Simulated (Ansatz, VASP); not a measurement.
One calculation of Pd, two programs

```
Pd
1.0
     2.75050    0.00000    0.00000
     0.00000    2.75050    0.00000
     0.00000    0.00000   24.72450
Pd
6
Cartesian
  1.3753 1.3753 7.5000
  0.0000 0.0000 9.4449
  1.3753 1.3753 11.3898
  0.0000 0.0000 13.3347
  1.3753 1.3753 15.2796
  0.0000 0.0000 17.2245
```

Alike in both runs: task single point; functional PBE; k mesh 10 × 10 × 1; occupations fermi-dirac, width 0.05 eV; no spin polarisation.

```csv
,VASP,Ansatz
version,VASP 6.6.1,Ansatz 0.2.0
potentials or method,"VASP PAW PBE potentials, release 64 (Pd), cutoff 520 eV","all-electron LAPW, scalar-relativistic"
```

VASP gave:

- gap on the k mesh at the Fermi level (eV): none
- rms of the force components (eV/Å): 0.076

Which values does Ansatz return?

gap on the k mesh at the Fermi level (eV): none; rms of the force components (eV/Å): 0.078.

Atom by atom the forces differ by 0.003 eV/Å (rms over components). A gap of «none» marks a metal or a gap that the smearing closes. Ansatz ran all-electron here, and VASP with PAW potentials.
